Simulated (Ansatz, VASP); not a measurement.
## Pd: VASP beside Ansatz

INCAR

```
ALGO     = Normal         # electronic algorithm
EDIFF    = 1E-7           # SCF threshold, eV
ENCUT    = 520            # plane-wave cutoff, eV
GGA      = PE             # functional
ISIF     = 2              # what is computed and relaxed
ISMEAR   = -1             # smearing method
LASPH    = T              # aspherical terms in the spheres
LCHARG   = F              # write CHGCAR
LREAL    = F              # projectors in reciprocal space
LWAVE    = F              # write WAVECAR
NBANDS   = 11             # bands
NELM     = 80             # most SCF steps
PREC     = Accurate       # precision mode
SIGMA    = 0.05           # smearing width, eV
```

The input KPOINTS:

```
k-points
0
Gamma
  18 18 18
```

Contents of POSCAR:

```
Pd
1.0
    0.0000000000      1.9837980000      1.9449000000
    1.9837980000      0.0000000000      1.9449000000
    1.9837980000      1.9837980000      0.0000000000
Pd
1
Direct
    0.0000000000      0.0000000000      0.0000000000
```

Input for Ansatz:

```yaml
crystal:
  lattice:
    - [0.0, 1.983798, 1.9449]
    - [1.983798, 0.0, 1.9449]
    - [1.983798, 1.983798, 0.0]
  atoms:
    - { symbol: Pd, position: [0.0, 0.0, 0.0] }
kpoints:
  mp_grid: { grid: [18, 18, 18] }
  band_path:
    path:
      - [0.0, 0.0, 0.0]
      - [0.0, 0.5, 0.5]
      - [0.25, 0.75, 0.5]
      - [0.0, 0.5, 0.0]
      - [0.0, 0.0, 0.0]
      - [0.5, 0.5, 0.0]
      - [0.38005, 0.61995, 0.0]
      - [-0.38005, 0.38005, 0.0]
      - [0.0, 0.0, 0.0]
    npoints: 5
scf:
  occupations: { method: fermi_dirac, width: 0.05 }
hamiltonian:
  xc: pbe
  pseudopotentials: { kind: all_electron, lapw: { basis_error: 0.00025 } }
output:
  forces: true
  stress: true
  eigenvalues: true
```

Change from the starting cell: equal xx and yy strain of +2 %.

Alike in both runs: task single point; functional PBE; k mesh 18 × 18 × 18; occupations fermi-dirac, width 0.05 eV; no spin polarisation.

```csv
,VASP,Ansatz
version,VASP 6.6.1,Ansatz 0.2.0
potentials or method,"VASP PAW PBE potentials, release 64 (Pd), cutoff 520 eV","all-electron LAPW, scalar-relativistic"
```

|  | VASP | Ansatz | Ansatz less VASP |
| --- | --- | --- | --- |
| pressure (GPa) | -0.1 | 0.1 | +0.19 |
| traceless stress, the component that is largest in VASP (GPa) | 0.63 | 0.63 | +0.006 |

Ansatz ran all-electron here, and VASP with PAW potentials.
